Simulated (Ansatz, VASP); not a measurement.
One calculation of LiF, two programs

INCAR

```
PREC = Accurate
ENCUT = 750
EDIFF = 1E-6
ISMEAR = 0
SIGMA = 0.02
LREAL = F
LASPH = T
NELM = 120
ALGO = Normal
ISIF = 2
LWAVE = F
LCHARG = F
GGA = PE
NBANDS = 12
GGA_COMPAT = F
```

KPOINTS

```
Automatic mesh
0
Gamma
  10 10 10
```

The input POSCAR:

```
LiF
1.0
    0.0000000000      1.9489510866      1.9489510866
    1.9489510866      0.0000000000      1.9489510866
    1.9489510866      1.9489510866      0.0000000000
Li F
1 1
Direct
    0.0000000000      0.0000000000      0.0000000000
    0.5000000000      0.5000000000      0.5000000000
```

Input for Ansatz:

```yaml
crystal:
  lattice:
    - [0.0, 1.9489510866, 1.9489510866]
    - [1.9489510866, 0.0, 1.9489510866]
    - [1.9489510866, 1.9489510866, 0.0]
  atoms:
    - { symbol: Li, position: [0.0, 0.0, 0.0] }
    - { symbol: F, position: [0.5, 0.5, 0.5] }
basis:
  ecutwfc: 420
kpoints:
  mp_grid: { grid: [10, 10, 10] }
hamiltonian:
  xc: pbe
scf:
  occupations: { method: gaussian, width: 0.02 }
output:
  forces: true
  stress: true
  eigenvalues: true
```

Alike in both runs: task single point; functional PBE; k mesh 10 × 10 × 10; occupations gaussian, width 0.02 eV; no spin polarisation.

|  | VASP | Ansatz |
| --- | --- | --- |
| version | VASP 6.6.1 | Ansatz 0.2.0 |
| potentials or method | VASP PAW PBE potentials, release 64 (Li_sv, F), cutoff 750 eV | scalar-relativistic, plane waves, PAW |
| valence electrons in the cell | 10 | 10 |

```csv
,VASP,Ansatz,Ansatz less VASP
gap on the k mesh at the Fermi level (eV),10.01,10.02,+0.011
least direct gap on the mesh (eV),10.01,10.02,+0.011
pressure (GPa),10.5,11.2,+0.76
```

The functional is the same, so the differences come from potentials, cutoffs and numerics.
